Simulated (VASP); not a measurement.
Here is a VASP 6.6.1 calculation.

INCAR

```
SYSTEM = KCl
ALGO = Normal
EDIFF = 1E-7
ENCUT = 520
GGA = PE
ISIF = 2
ISMEAR = -1
LASPH = .TRUE.
LCHARG = .FALSE.
LREAL = .FALSE.
LWAVE = .FALSE.
NBANDS = 42
NELM = 100
PREC = Accurate
SIGMA = 0.05
```

File KPOINTS:

```
k-points
0
G
  3 2 2
  0 0 0
```

POSCAR

```
KCl
1.0
    6.1033330000     -0.4708870000     -0.5757990000
   -0.8151650000      7.3492270000      0.4969510000
   -0.6488270000     -0.2005430000      6.7755570000
K Cl
4 4
Direct
    0.5773657977      0.6837790555      0.4477865013
    0.7580112158      0.2302530474      0.6763800552
    0.1345951603      0.0573891697      0.3900306873
    0.1165376641      0.7491303937      0.9150718048
    0.8632868788      0.3632940268      0.1579646355
    0.2444095206      0.1285592335      0.7894303181
    0.6064803108      0.6144100542      0.8283174454
    0.3521627701      0.3815965150      0.2386946492
```

Potentials or basis: VASP PAW PBE potentials, release 64 (K_sv, Cl).

Command:

```sh
$ cat potpaw_PBE.64/K_sv/POTCAR potpaw_PBE.64/Cl/POTCAR > POTCAR
$ mpirun -np 1 vasp_std > vasp.out
```

(1) What does it give for the pressure?

(2) Estimate the largest force.

(3) What does it give for the band gap on the k mesh?

Results:

(1) 2.0 GPa.

(2) 1.351 eV/Å.

(3) 0.17 eV.

Caveat: the k points lie up to 0.47 Å⁻¹ apart; semilocal functionals underestimate gaps, and a narrow one can read as zero.
